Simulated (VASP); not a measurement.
# SiNi3: single point with PBEsol

Crystal: SiNi3.

```
Ni Si
1.0
     3.46102    0.00000    0.00000
     0.00000    3.46102    0.00000
     0.00000    0.00000    3.46102
Ni Si
3 1
Direct
  0.50000 0.50000 0.00000
  0.50000 0.00000 0.50000
  0.00000 0.50000 0.50000
  0.00000 0.00000 0.00000
```

```
Program                : VASP 6.6.1
Task                   : single point
Functional             : PBEsol
Potentials or basis    : VASP PAW PBE potentials, release 64 (Ni, Si)
Cutoff                 : 520 eV
k mesh                 : 8 × 8 × 8
Occupations            : fermi-dirac, width 0.05 eV
Spin                   : collinear spin, ferromagnetic start
Starting moments       : [1.0, 1.0, 1.0, 0.0] μB
Dipole correction      : no
Further INCAR settings : ALGO = Normal; EDIFF = 1e-07; NBANDS = 29
```

| Quantity | Value |
| --- | --- |
| Pressure | 0.1 GPa |
| Band gap on the k mesh | zero (filled and empty bands overlap) |
| Net moment | 0.00 μB per cell |
| Valence electrons inside the program's atomic spheres | Ni 9.56; Si 1.57 |

Levels at points of the mesh, in eV from the Fermi level:
Spin up:
```csv
k point,band 14,band 15,band 16,band 17,band 18,band 19,band 20,band 21
"(0.00, 0.00, 0.00)",-0.64,-0.64,-0.30,0.03,0.03,0.03,5.21,6.51
"(0.50, 0.00, 0.00)",-1.36,-1.21,-0.57,0.03,3.78,3.78,5.34,5.34
"(0.50, 0.50, 0.00)",-1.51,-1.17,-1.07,-1.01,0.70,0.70,5.87,6.53
"(0.50, 0.50, 0.50)",-1.31,-1.31,-0.52,-0.21,-0.21,-0.21,1.40,4.18
```
Spin down:
| k point | band 14 | band 15 | band 16 | band 17 | band 18 | band 19 | band 20 | band 21 |
| --- | --- | --- | --- | --- | --- | --- | --- | --- |
| (0.00, 0.00, 0.00) | -0.64 | -0.64 | -0.30 | 0.03 | 0.03 | 0.03 | 5.21 | 6.51 |
| (0.50, 0.00, 0.00) | -1.36 | -1.21 | -0.57 | 0.03 | 3.78 | 3.78 | 5.34 | 5.34 |
| (0.50, 0.50, 0.00) | -1.51 | -1.17 | -1.07 | -1.01 | 0.70 | 0.70 | 5.87 | 6.53 |
| (0.50, 0.50, 0.50) | -1.31 | -1.31 | -0.52 | -0.21 | -0.21 | -0.21 | 1.40 | 4.18 |

It took 42 s on 1 thread of Intel(R) Xeon(R) 6975P-C (Granite Rapids), on a shared host, peak memory 0.2 GiB.

Caveat: the moments typed at the start vanished in this run; the PAW data sets were made with another functional, which shifts forces and pressure a little.
